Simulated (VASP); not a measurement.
Set up this calculation in VASP 6.6.1, as the native input.

```
Task                   : single point
Functional             : PBE
Potentials or basis    : VASP PAW PBE potentials, release 64 (Cd, Sn_d)
Cutoff                 : 520 eV
k mesh                 : 6 × 6 × 6
Occupations            : gaussian, width 0.1 eV
Spin                   : no spin polarisation
Dipole correction      : no
Further INCAR settings : ALGO = Normal; EDIFF = 1e-06; NBANDS = 27
```

The structure of CdSn2 lies in POSCAR:

```
CdSn2
1.0
   -2.0246055702      2.0246055702      4.9139840246
    2.0246055702     -2.0246055702      4.9139840246
    2.0246055702      2.0246055702     -4.9139840246
Cd Sn
1 2
Direct
    0.0000000000      0.0000000000      0.0000000000
    0.6699550848      0.6699550848      0.0000000000
    0.3300449152      0.3300449152      0.0000000000
```

One way to write it, as run:

INCAR

```
SYSTEM = CdSn2
  ALGO = Normal
  EDIFF = 1E-6
  ENCUT = 520
  GGA = PE
  ISIF = 2
  ISMEAR = 0
  LASPH = .True.
  LCHARG = .False.
  LREAL = .False.
  LWAVE = .False.
  NBANDS = 27
  NELM = 80
  PREC = Accurate
  SIGMA = 0.1
```

KPOINTS

```
k-points
0
Gamma
  6 6 6
  0 0 0
```

Potentials or basis: VASP PAW PBE potentials, release 64 (Cd, Sn_d).

Command:

```console
$ cat potpaw_PBE.64/Cd/POTCAR potpaw_PBE.64/Sn_d/POTCAR > POTCAR
$ mpirun -np 1 vasp_std > vasp.out
```

It gave:

```json
{
 "Pressure": "0.0 GPa",
 "Largest force": "0.012 eV/Å",
 "Band gap on the k mesh": "zero (bands 20 and 21 overlap by 3.73 eV)"
}
```

Caveat: spin-orbit coupling is left out, which moves the levels of the heavy elements.

Run time: 120 s on 1 thread of Oxide Virtual Turin-like Processor, on a shared host, peak memory 0.24 GiB.
